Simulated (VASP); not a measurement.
# Ti (Fm-3m) in VASP: notebook

The runs below take Ti through single point, with LDA.

Everything below comes from runs of VASP 6.6.1. Logs are shortened: lines on timing, memory, paths and dates and some standing lists are left out, and cuts for length are marked.

## 1. The cell of the first run

It takes space group Fm-3m (No. 225, cubic). Conventional cell: a = 4.005 Å, b = 4.005 Å, c = 4.005 Å, α = 90.00°, β = 90.00°, γ = 90.00°. Within 3.7 Å of Ti (site symmetry m-3m) lie 12 Ti at 2.83 Å.

## 2. Single point, LDA

The input, INCAR:

```
ALGO = Normal
EDIFF = 1E-6
ENCUT = 520
GGA = CA
ISIF = 2
ISMEAR = -1
LASPH = T
LCHARG = F
LREAL = F
LWAVE = F
NBANDS = 12
NELM = 60
PREC = Accurate
SIGMA = 0.1
```

The input, KPOINTS:

```
k-points
0
Gamma
  22 22 22
```

The input, POSCAR:

```
Ti
1.0
    0.0000000000      2.0024352018      2.0024352018
    2.0024352018      0.0000000000      2.0024352018
    2.0024352018      2.0024352018      0.0000000000
Ti
1
Direct
    0.0000000000      0.0000000000      0.0000000000
```

Potentials or basis: VASP PAW LDA potentials, release 64 (Ti_sv).

Launch:

```bash
> cat potpaw_LDA.64/Ti_sv/POTCAR > POTCAR
> mpirun -np 1 vasp_std > vasp.out
```

OUTCAR:

```text
EDIFF = 1E-6
   ENCUT = 520
   GGA = CA
   ISIF = 2
   ISMEAR = -1
   LASPH = T
   LREAL = F
   NELM = 60
   PREC = Accurate

 ion  position               nearest neighbor table
   1  0.000  0.000  0.000-

  LATTYP: Found a face centered cubic cell.
 ALAT       =     4.0048704036

  Lattice vectors:

 A1 = (   0.0000000000,   2.0024352018,   2.0024352018)
 A2 = (   2.0024352018,   0.0000000000,   2.0024352018)
 A3 = (   2.0024352018,   2.0024352018,   0.0000000000)

Analysis of symmetry for initial positions (statically):
=====================================================================
 Subroutine PRICEL returns:
 Original cell was already a primitive cell.

 Routine SETGRP: Setting up the symmetry group for a
 face centered cubic supercell.

 Subroutine GETGRP returns: Found 48 space group operations
 (whereof 48 operations were pure point group operations)
 out of a pool of 48 trial point group operations.

The static configuration has the point symmetry O_h .

Analysis of symmetry for dynamics (positions and initial velocities):
=====================================================================
 Subroutine PRICEL returns:
 Original cell was already a primitive cell.

 Routine SETGRP: Setting up the symmetry group for a
 face centered cubic supercell.

 Subroutine GETGRP returns: Found 48 space group operations
 (whereof 48 operations were pure point group operations)
 out of a pool of 48 trial point group operations.

The dynamic configuration has the point symmetry O_h .

 Subroutine INISYM returns: Found 48 space group operations
 (whereof 48 operations are pure point group operations),
 and found     1 'primitive' translations

----------------------------------------------------------------------------------------

                                     Primitive cell

  volume of cell :      16.0585

  direct lattice vectors                    reciprocal lattice vectors
     0.000000000  2.002435202  2.002435202    -0.249695970  0.249695970  0.249695970
     2.002435202  0.000000000  2.002435202     0.249695970 -0.249695970  0.249695970
     2.002435202  2.002435202  0.000000000     0.249695970  0.249695970 -0.249695970

  length of vectors
     2.831871020  2.831871020  2.831871020     0.432486106  0.432486106  0.432486106

  position of ions in fractional coordinates (direct lattice)
     0.000000000  0.000000000  0.000000000

  ion indices of the primitive-cell ions
   primitive index   ion index
                 1           1

----------------------------------------------------------------------------------------

 KPOINTS: k-points

Automatic generation of k-mesh.
 Grid dimensions read from file:
 generate k-points for:   22   22   22

 Generating k-lattice:

  Cartesian coordinates                     Fractional coordinates (reciprocal lattice)
    -0.011349817  0.011349817  0.011349817     0.045454545  0.000000000  0.000000000
     0.011349817 -0.011349817  0.011349817     0.000000000  0.045454545  0.000000000
     0.011349817  0.011349817 -0.011349817     0.000000000  0.000000000  0.045454545

  Length of vectors
     0.019658459  0.019658459  0.019658459

  Shift w.r.t. Gamma in fractional coordinates (k-lattice)
     0.000000000  0.000000000  0.000000000

 Subroutine IBZKPT returns following result:
 ===========================================

 Found    328 irreducible k-points:

 Following reciprocal coordinates:
            Coordinates               Weight
  0.000000  0.000000  0.000000      1.000000
  0.045455  0.000000  0.000000      8.000000
  0.090909  0.000000  0.000000      8.000000
  0.136364  0.000000  0.000000      8.000000
  0.181818  0.000000  0.000000      8.000000
  0.227273  0.000000  0.000000      8.000000
[... 16 lines left out ...]
  0.500000  0.045455  0.000000     24.000000
 -0.454545  0.045455  0.000000     24.000000
 [... further k-points ...]
   k-points           NKPTS =    328   k-points in BZ     NKDIM =    328   number of bands    NBANDS=     12
   number of dos      NEDOS =    301   number of ions     NIONS =      1
   total plane-waves  NPLWV =  13824
   dimension x,y,z NGX =    24 NGY =   24 NGZ =   24
   dimension x,y,z NGXF=    48 NGYF=   48 NGZF=   48
   ions per type =               1
   NGX,Y,Z   is equivalent  to a cutoff of  14.09, 14.09, 14.09 a.u.
   NGXF,Y,Z  is equivalent  to a cutoff of  28.18, 28.18, 28.18 a.u.
 SYSTEM =  unknown system
   PREC   = accura    normal or accurate (medium, high low for compatibility)
   ISTART =      0    job   : 0-new  1-cont  2-samecut
   ICHARG =      2    charge: 1-file 2-atom 10-const
   ISPIN  =      1    spin polarized calculation?
   LNONCOLLINEAR =      F non collinear calculations
   LSORBIT =      F    spin-orbit coupling
   LASPH  =      T    aspherical Exc in radial PAW
   ENCUT  =  520.0 eV  38.22 Ry    6.18 a.u.   5.27  5.27  5.27*2*pi/ulx,y,z
   NELM   =     60;   NELMIN=  2; NELMDL= -5     # of ELM steps
   EDIFF  = 0.1E-05   stopping-criterion for ELM
   LREAL  =      F    real-space projection
[... 7 lines left out ...]
   TEBEG  =    0.0;   TEEND  =   0.0 temperature during run
   PSTRESS=    0.0 pullay stress
   NELECT =      12.0000    total number of electrons
   NUPDOWN=      -1.0000    fix difference up-down
   EMIN   =  10.00;   EMAX   =-10.00  energy-range for DOS
   EFERMI =   0.00;   METHOD = LEGACY
   ISMEAR =    -1;   SIGMA  =   0.10  broadening in eV -4-tet -1-fermi 0-gaus
   EFERMI_NEDOS =   21; number of points for ismear=-14 and -15
   IALGO  =     38    algorithm
   IMIX   =      4    mixing-type and parameters
     AMIX     =   0.40;   BMIX     =  1.00
     AMIX_MAG =   1.60;   BMIX_MAG =  1.00
  volume/ion in A,a.u.               =      16.06       108.37
  Fermi-wavevector in a.u.,A,eV,Ry     =   1.485594  2.807365 30.027912  2.206989
  Thomas-Fermi vector in A             =   2.598986
   LORBIT       =      0    0 simple, 1 ext, 2 COOP (PROOUT), +10 PAW based schemes
   GGA     = CA    functional components
   LHFCALC =     F    Hartree Fock is set to
   AEXX    =    0.0000 exact exchange contribution
   IVDW    =     0    specifies the selected vdW correction
   LEPSILON=     F    determine dielectric tensor
   LRPA    =     F    only Hartree local field effects (RPA)
 non-spin polarized calculation
  energy-cutoff  :      520.00
  volume of cell :       16.06
 maximum number of plane-waves:       444
 NGX is ok and might be reduce to    24
   NGX = 11   NGY = 11   NGZ = 11

 number of electron      11.9999999 magnetization

 Free energy of the ion-electron system (eV)
  ---------------------------------------------------
  ext. energy  EPLUGINS =         0.00000000
  ---------------------------------------------------
  free energy    TOTEN  =        -8.52548017 eV

  energy without entropy =       -8.47315771  energy(sigma->0) =       -8.49931894

 E-fermi :   8.8460     XC(G=0): -12.1641

 val. band max:        8.8396185122   @ k =  -0.4091   0.3182   0.1364
 cond. band min:       8.8463481357   @ k =   0.5000   0.2727   0.1364
 fundamental gap:      0.0067296234
 Fermi energy:         8.8459824991

 k-point     1 :       0.0000    0.0000    0.0000
  band No.  band energies     occupation
      1     -47.0519      2.00000
      2     -23.1740      2.00000
      3     -23.1740      2.00000
      4     -23.1740      2.00000
      5       2.6527      2.00000
      6       9.7333      0.00028
      7       9.7333      0.00028
      8       9.7333      0.00028
      9      11.5238      0.00000
     10      11.5238      0.00000
     11      24.6226      0.00000
     12      29.4044      0.00000

 k-point     2 :       0.0455    0.0000    0.0000
  band No.  band energies     occupation
      1     -47.0483      2.00000
      2     -23.1929      2.00000
      3     -23.1764      2.00000
      4     -23.1764      2.00000
      5       2.7253      2.00000
      6       9.6870      0.00044
      7       9.7608      0.00021
      8       9.7608      0.00021
      9      11.5052      0.00000
     10      11.5052      0.00000
     11      24.6963      0.00000
     12      28.8176      0.00000

 k-point     3 :       0.0909    0.0000    0.0000
  band No.  band energies     occupation
      1     -47.0380      2.00000
      2     -23.2476      2.00000
      3     -23.1831      2.00000
      4     -23.1831      2.00000
      5       2.9393      2.00000
      6       9.5573      0.00163
      7       9.8362      0.00010
      8       9.8362      0.00010
      9      11.4585      0.00000
     10      11.4585      0.00000
     11      24.8791      0.00000
     12      27.6294      0.00000

 k-point     4 :       0.1364    0.0000    0.0000
  band No.  band energies     occupation
      1     -47.0217      2.00000
      2     -23.3333      2.00000
      3     -23.1936      2.00000
      4     -23.1936      2.00000
      5       3.2830      2.00000
      6       9.3694      0.01060
      7       9.9355      0.00004
      8       9.9355      0.00004
      9      11.4128      0.00000
     10      11.4128      0.00000
     11      25.0045      0.00000
     12      26.4175      0.00000

 k-point     5 :       0.1818    0.0000    0.0000
  band No.  band energies     occupation
      1     -47.0007      2.00000
      2     -23.4422      2.00000
      3     -23.2071      2.00000
      4     -23.2071      2.00000
      5       3.7355      2.00000
      6       9.1596      0.08332
      7      10.0156      0.00002
      8      10.0156      0.00002
      9      11.4168      0.00000
     10      11.4168      0.00000
     11      24.4731      0.00000
     12      25.7868      0.00000

 k-point     6 :       0.2273    0.0000    0.0000
  band No.  band energies     occupation
      1     -46.9766      2.00000
      2     -23.5649      2.00000
      3     -23.2224      2.00000
      4     -23.2224      2.00000
      5       4.2633      2.00000
      6       8.9716      0.44331
      7      10.0300      0.00001
      8      10.0300      0.00001
      9      11.5201      0.00000
     10      11.5201      0.00000
     11      23.3057      0.00000
     12      25.6195      0.00000

 k-point     7 :       0.2727    0.0000    0.0000
  band No.  band energies     occupation
      1     -46.9514      2.00000
      2     -23.6912      2.00000
      3     -23.2384      2.00000
      4     -23.2384      2.00000
      5       4.8157      2.00000
      6       8.8566      0.94701
      7       9.9702      0.00003
      8       9.9702      0.00003
      9      11.7284      0.00000
     10      11.7284      0.00000
     11      22.0613      0.00000
     12      25.3363      0.00000

 k-point     8 :       0.3182    0.0000    0.0000
  band No.  band energies     occupation
      1     -46.9270      2.00000
      2     -23.8110      2.00000
      3     -23.2536      2.00000
      4     -23.2536      2.00000
      5       5.3214      2.00000
      6       8.8709      0.87624
      7       9.8678      0.00007
      8       9.8678      0.00007
      9      12.0004      0.00000
     10      12.0004      0.00000
     11      20.8512      0.00000
     12      24.9340      0.00000
[... 166 lines left out ...]
 k-point    20 :       0.3636    0.0455    0.0000
  band No.  band energies     occupation
      1     -46.9104      2.00000
      2     -23.8796      2.00000
      3     -23.2752      2.00000
      4     -23.2652      2.00000
      5       5.6493      2.00000
      6       8.9083      0.69814
      7       9.7340      0.00028
      8       9.8498      0.00009
      9      12.1121      0.00000
     10      12.3458      0.00000
     11      20.1095      0.00000
     12      24.6813      0.00000

 k-point    21 :       0.4091    0.0455    0.0000
  band No.  band energies     occupation
      1     -46.8921      2.00000
      2     -23.9669      2.00000
      3     -23.2844      2.00000
      4     -23.2793      2.00000
      5       5.9321      2.00000
      6       9.1516      0.08990
      7       9.6521      0.00063
      8       9.7496      0.00024
      9      12.4338      0.00000
     10      12.5690      0.00000
     11      19.0804      0.00000
     12      24.3172      0.00000

 k-point    22 :       0.4545    0.0455    0.0000
  band No.  band energies     occupation
      1     -46.8794      2.00000
      2     -24.0268      2.00000
      3     -23.2903      2.00000
      4     -23.2895      2.00000
      5       6.0771      2.00000
      6       9.3624      0.01137
      7       9.6738      0.00051
      8       9.6837      0.00046
      9      12.7001      0.00000
     10      12.7148      0.00000
     11      18.2955      0.00000
     12      24.0594      0.00000

 k-point    23 :       0.5000    0.0455    0.0000
  band No.  band energies     occupation
      1     -46.8734      2.00000
      2     -24.0549      2.00000
      3     -23.2973      2.00000
      4     -23.2900      2.00000
      5       6.1301      2.00000
      6       9.4094      0.00712
      7       9.6333      0.00076
      8       9.8021      0.00014
      9      12.7541      0.00000
     10      12.8663      0.00000
     11      17.8934      0.00000
     12      23.9362      0.00000

 k-point    24 :      -0.4545    0.0455    0.0000
  band No.  band energies     occupation
      1     -46.8746      2.00000
      2     -24.0492      2.00000
      3     -23.2999      2.00000
      4     -23.2860      2.00000
      5       6.1206      2.00000
      6       9.4152      0.00672
      7       9.6339      0.00076
      8       9.7698      0.00019
      9      12.6762      0.00000
     10      12.8988      0.00000
     11      17.9779      0.00000
     12      23.9583      0.00000

 [... further k-points ...]
[... 5 lines left out ...]
  --------------------------------------------------------------------------------------
  -------------------------------------------------------------------------------------
  Total       -0.0158412     -0.0158412     -0.0158412     -0.0000000      0.0000000      0.0000000
  in kB       -1.5804994     -1.5804994     -1.5804994     -0.0000000      0.0000000      0.0000000
  external PRESSURE =      -1.5804994 kB  Pullay stress =       0.0000000 kB

 VOLUME and BASIS-vectors are now :
 -----------------------------------------------------------------------------
  energy-cutoff  :      520.00
  volume of cell :       16.06
      direct lattice vectors                 reciprocal lattice vectors
     0.000000000  2.002435202  2.002435202    -0.249695970  0.249695970  0.249695970
     2.002435202  0.000000000  2.002435202     0.249695970 -0.249695970  0.249695970
     2.002435202  2.002435202  0.000000000     0.249695970  0.249695970 -0.249695970

 POSITION                                       TOTAL-FORCE (eV/Angst)
 -----------------------------------------------------------------------------------
      0.00000      0.00000      0.00000         0.000000      0.000000     -0.000000
 -----------------------------------------------------------------------------------
    total drift:                                0.000000      0.000000     -0.000000

  FREE ENERGIE OF THE ION-ELECTRON SYSTEM (eV)
  ---------------------------------------------------
  free  energy   TOTEN  =        -8.5254801745 eV

  energy  without entropy=       -8.4731577116  energy(sigma->0) =       -8.49931894
```

Wall time 39 s (1 thread of Intel Xeon 6975P-C (Granite Rapids), shared host); peak memory 0.17 GiB.

What came out:

| Property | Result |
| --- | --- |
| Free energy | -8.5255 eV |
| Pressure | -0.2 GPa |
| Band gap on the k mesh | zero (band 6 reaches 9.73 eV, above the bottom of band 7 at 8.30 eV) |

Levels at points of the mesh, in eV from the Fermi level:
```tsv
k point	band 4	band 5	band 6	band 7	band 8	band 9
(0.00, 0.00, 0.00)	-32.02	-6.19	0.89	0.89	0.89	2.68
(0.50, 0.00, 0.00)	-32.13	-2.77	0.74	0.74	0.95	3.90
(0.50, 0.50, 0.00)	-32.33	-2.87	-1.95	3.30	3.88	4.23
```

## 3. Single point, LDA, non-collinear spin, zero start, spin-orbit coupling

The input, INCAR:

```
SYSTEM = Ti
PREC = Accurate
ENCUT = 520
EDIFF = 1E-6
ISMEAR = -1
SIGMA = 0.1
LREAL = .FALSE.
LASPH = .TRUE.
NELM = 150
ALGO = Normal
ISIF = 2
LWAVE = .FALSE.
LCHARG = .FALSE.
MAGMOM = 0 0 0
LORBIT = 11
LSORBIT = .TRUE.
GGA_COMPAT = .FALSE.
LORBMOM = .TRUE.
LMAXMIX = 4
NBANDS = 23
```

The input, KPOINTS:

```
Automatic mesh
0
G
  13 13 13
  0 0 0
```

POSCAR is that of step 2.

Potentials or basis: VASP PAW LDA potentials, release 64 (Ti_sv).

Launch:

```bash
> cat potpaw_LDA.64/Ti_sv/POTCAR > POTCAR
> mpirun -np 1 vasp_ncl > vasp.out
```

Wall time 85 s (1 thread of Intel Xeon 6975P-C (Granite Rapids), shared host); peak memory 0.19 GiB.

The run converged. Its results:

| Quantity | Value |
| --- | --- |
| Free energy | -8.5315 eV |
| Pressure | -0.2 GPa |
| Net moment | 0.00 μB per cell |
| Valence electrons inside the program's atomic spheres | Ti 10.38 |

Moments on the atoms (μB; x, y, z):
```
Ti  0.00 0.00 0.00
```
